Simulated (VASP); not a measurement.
# InGa (F-43m) in VASP: vibrations by perturbation theory with PBEsol

Aim: the vibrations by perturbation theory of InGa with PBEsol.

Everything below comes from runs of VASP 6.6.1. Logs are shortened: lines on timing, memory, paths and dates and some standing lists are left out, and cuts for length are marked.

**1. The cell of the first run**

The structure is cubic, space group F-43m (No. 216). Conventional cell: a = 6.177 Å, b = 6.177 Å, c = 6.177 Å, α = 90.00°, β = 90.00°, γ = 90.00°. In (site symmetry -43m) has 4 Ga at 2.67 Å within 3.5 Å. Within 3.5 Å of Ga (site symmetry -43m) lie 4 In at 2.67 Å.

**2. Vibrations by perturbation theory, PBEsol**

The input, INCAR:

```
SYSTEM = InGa
PREC = Accurate
ENCUT = 520
EDIFF = 1E-8
ISMEAR = -1
SIGMA = 0.15
LREAL = .FALSE.
LASPH = .TRUE.
NELM = 100
ALGO = Normal
ISIF = 2
LWAVE = .FALSE.
LCHARG = .FALSE.
GGA = PS
NBANDS = 20
IBRION = 8
NSW = 1
```

The input, KPOINTS:

```
Automatic mesh
0
G
  12 12 12
  0 0 0
```

The input, POSCAR:

```
InGa
1.0
    0.0000000000      3.0883928040      3.0883928040
    3.0883928040      0.0000000000      3.0883928040
    3.0883928040      3.0883928040      0.0000000000
In Ga
1 1
Direct
    0.0000000000      0.0000000000      0.0000000000
    0.7500000000      0.7500000000      0.7500000000
```

Potentials or basis: VASP PAW PBE potentials, release 64 (In_d, Ga_d).

Run with:

```bash
cat potpaw_PBE.64/In_d/POTCAR potpaw_PBE.64/Ga_d/POTCAR > POTCAR
mpirun -np 1 vasp_std > vasp.out
```

OUTCAR:

```text
SYSTEM = InGa
   PREC = Accurate
   ENCUT = 520
   EDIFF = 1E-8
   ISMEAR = -1
   LREAL = .FALSE.
   LASPH = .TRUE.
   NELM = 100
   ISIF = 2
   GGA = PS
   IBRION = 8
   NSW = 1

 ion  position               nearest neighbor table
   1  0.000  0.000  0.000-   2 2.67   2 2.67   2 2.67   2 2.67
   2  0.750  0.750  0.750-   1 2.67   1 2.67   1 2.67   1 2.67

  LATTYP: Found a face centered cubic cell.
 ALAT       =     6.1767856080

  Lattice vectors:

 A1 = (   0.0000000000,   3.0883928040,   3.0883928040)
 A2 = (   3.0883928040,   0.0000000000,   3.0883928040)
 A3 = (   3.0883928040,   3.0883928040,   0.0000000000)

Analysis of symmetry for initial positions (statically):
=====================================================================
 Subroutine PRICEL returns:
 Original cell was already a primitive cell.

 Routine SETGRP: Setting up the symmetry group for a
 face centered cubic supercell.

 Subroutine GETGRP returns: Found 24 space group operations
 (whereof 24 operations were pure point group operations)
 out of a pool of 48 trial point group operations.

The static configuration has the point symmetry T_d .

Analysis of symmetry for dynamics (positions and initial velocities):
=====================================================================
 Subroutine PRICEL returns:
 Original cell was already a primitive cell.

 Routine SETGRP: Setting up the symmetry group for a
 face centered cubic supercell.

 Subroutine GETGRP returns: Found 24 space group operations
 (whereof 24 operations were pure point group operations)
 out of a pool of 48 trial point group operations.

The dynamic configuration has the point symmetry T_d .

 Subroutine INISYM returns: Found 24 space group operations
 (whereof 24 operations are pure point group operations),
 and found     1 'primitive' translations

[... 712 lines left out ...]
  external PRESSURE =       0.0924069 kB  Pullay stress =       0.0000000 kB

 VOLUME and BASIS-vectors are now :
 -----------------------------------------------------------------------------
  energy-cutoff  :      520.00
  volume of cell :       58.92
      direct lattice vectors                 reciprocal lattice vectors
     0.000000000  3.088392804  3.088392804    -0.161896505  0.161896505  0.161896505
     3.088392804  0.000000000  3.088392804     0.161896505 -0.161896505  0.161896505
     3.088392804  3.088392804  0.000000000     0.161896505  0.161896505 -0.161896505

 POSITION                                       TOTAL-FORCE (eV/Angst)
 -----------------------------------------------------------------------------------
      0.00000      0.00000      0.00000         0.000000      0.000000      0.000000
      4.63259      4.63259      4.63259        -0.000000     -0.000000     -0.000000
 -----------------------------------------------------------------------------------
    total drift:                                0.000001      0.000001      0.000001

  FREE ENERGIE OF THE ION-ELECTRON SYSTEM (eV)
  ---------------------------------------------------
  free  energy   TOTEN  =        -5.5970330599 eV

  energy  without entropy=       -5.4949854668  energy(sigma->0) =       -5.54600926

[... ionic steps 2 to 3 ...]

--------------------------------------- Ionic step        4  -------------------------------------------

------------------------ aborting loop because EDIFF is reached ----------------------------------------

[... ionic steps 5 to 6 ...]

--------------------------------------- Ionic step        7  -------------------------------------------

 Free energy of the ion-electron system (eV)
  ---------------------------------------------------
  ---------------------------------------------------
  free energy    TOTEN  =        -0.16581346 eV

  energy without entropy =       -0.16581346

------------------------ aborting loop because EDIFF is reached ----------------------------------------

 INTERNAL STRAIN TENSOR  FOR ION    2  DIRECTION 1   (eV/Angst):
 -----------------------------------------------------------------------------
    -0.00633  0.00000  0.00000
     0.00000  0.00320  7.73726
     0.00000  7.73726  0.00320

 INTERNAL STRAIN TENSOR FOR ION    2 for displacements in x,y,z  (eV/Angst):
          X           Y           Z          XY          YZ          ZX
  --------------------------------------------------------------------------------
  x     0.00000     0.00000     0.00000     0.00000     7.73726     0.00000
  y     0.00000     0.00000     0.00000     0.00000     0.00000     7.73726
  z     0.00000     0.00000     0.00000     7.73726     0.00000     0.00000

 SECOND DERIVATIVES (NOT SYMMETRIZED)
 ------------------------------------
               1X          1Y          1Z          2X          2Y          2Z
  1X    -3.687040    0.000000    0.000000    3.687040    0.000000    0.000000
  1Y     0.000000   -3.687040    0.000000    0.000000    3.687040    0.000000
  1Z     0.000000    0.000000   -3.687040    0.000000    0.000000    3.687040
  2X     3.701936    0.000000    0.000000   -3.701936    0.000000    0.000000
  2Y     0.000000    3.701936    0.000000    0.000000   -3.701936    0.000000
  2Z     0.000000    0.000000    3.701936    0.000000    0.000000   -3.701936

 Eigenvectors and eigenvalues of the dynamical matrix
 ----------------------------------------------------

   1 f  =    4.563384 THz    28.672587 2PiTHz  152.218105 cm-1    18.872631 meV
             X         Y         Z           dx          dy          dz
      0.000000  0.000000  0.000000     0.000000    0.613895    0.000000
      4.632589  4.632589  4.632589     0.000000   -0.789388    0.000000
[... 21 lines left out ...]
   6 f/i=    0.004458 THz     0.028011 2PiTHz    0.148706 cm-1     0.018437 meV
             X         Y         Z           dx          dy          dz
      0.000000  0.000000  0.000000     0.000000    0.000000    0.789388
      4.632589  4.632589  4.632589     0.000000    0.000000    0.613895

--------------------------------------------------------------------------------------------------------

 ELASTIC MODULI CONTR FROM IONIC RELAXATION (kBar)
 Direction    XX          YY          ZZ          XY          YZ          ZX
 --------------------------------------------------------------------------------
 XX          -0.0000     -0.0000     -0.0000     -0.0000      0.0000     -0.0000
 YY          -0.0000     -0.0000     -0.0000     -0.0000     -0.0000     -0.0000
 ZZ          -0.0000     -0.0000     -0.0000      0.0000     -0.0000     -0.0000
 XY          -0.0000     -0.0000      0.0000   -437.6028      0.0000      0.0000
 YZ           0.0000     -0.0000     -0.0000      0.0000   -437.6028      0.0000
 ZX          -0.0000     -0.0000     -0.0000      0.0000      0.0000   -437.6028
 --------------------------------------------------------------------------------
```

It took 9.2 min on 1 thread of Intel Xeon 6975P-C (Granite Rapids), shared host; peak memory 0.75 GiB.

Results:

- Highest phonon frequency at Γ: 152 cm⁻¹

Phonon frequencies in cm⁻¹ (negative: imaginary):
```tsv
q point	frequencies
(0.000, 0.000, 0.000)	0 0 0 152 152 152
```

Caveat: the PAW data sets were made with another functional, which shifts forces and pressure a little; spin-orbit coupling is left out, which moves the levels of the heavy elements.
